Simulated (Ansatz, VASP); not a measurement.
# One calculation of ZnS, two programs

File POSCAR:

```
ZnS
1.0
    0.0000000000      2.6945131942      2.6945131942
    2.6945131942      0.0000000000      2.6945131942
    2.6945131942      2.6945131942      0.0000000000
Zn S
1 1
Direct
    0.0000000000      0.0000000000      0.0000000000
    0.7500000000      0.7500000000      0.7500000000
```

Contents of INCAR.step1:

```
ALGO = Normal
EDIFF = 1E-4
ENCUT = 520
GGA = PE
ISMEAR = 0
LASPH = True
LCHARG = False
LREAL = False
LWAVE = True
NBANDS = 16
NELM = 100
PREC = Accurate
SIGMA = 0.05
```

Contents of INCAR.step2:

```
ALGO = Normal
EDIFF = 1E-6
ENCUT = 520
ISIF = 2
ISMEAR = 0
ISTART = 1
LASPH = True
LCHARG = False
LMIXTAU = True
LREAL = False
LWAVE = False
METAGGA = R2SCAN
NBANDS = 16
NELM = 100
PREC = Accurate
SIGMA = 0.05
```

File KPOINTS:

```
k-points
0
Gamma
  8 8 8
```

Input for Ansatz:

```yaml
crystal:
  lattice:
    - [0.0, 2.6945131942, 2.6945131942]
    - [2.6945131942, 0.0, 2.6945131942]
    - [2.6945131942, 2.6945131942, 0.0]
  atoms:
    - { symbol: Zn, position: [0.0, 0.0, 0.0] }
    - { symbol: S, position: [0.75, 0.75, 0.75] }
basis:
  ecutwfc: 500
kpoints:
  mp_grid: { grid: [8, 8, 8] }
hamiltonian:
  xc: r2scan
scf:
  occupations: { method: gaussian, width: 0.05 }
output:
  forces: true
  stress: true
  eigenvalues: true
  write_density: true
  write_potential: true
  elf: true
  volumetric_format: npy
```

Alike in both runs: task single point; functional r2SCAN; k mesh 8 × 8 × 8; occupations gaussian, width 0.05 eV; no spin polarisation.

|  | VASP | Ansatz |
| --- | --- | --- |
| version | VASP 6.6.1 | Ansatz 0.2.0 |
| potentials or method | VASP PAW PBE potentials, release 64 (Zn, S), cutoff 520 eV | scalar-relativistic, plane waves, PAW |
| valence electrons in the cell | 18 | 18 |

|  | VASP | Ansatz | Ansatz less VASP |
| --- | --- | --- | --- |
| gap on the k mesh at the Fermi level (eV) | 2.71 | 2.70 | -0.010 |
| least direct gap on the mesh (eV) | 2.71 | 2.70 | -0.010 |
| pressure (GPa) | 0.0 | 0.0 | 0.00 |

VASP's potentials were made for PBE, not for r2SCAN.
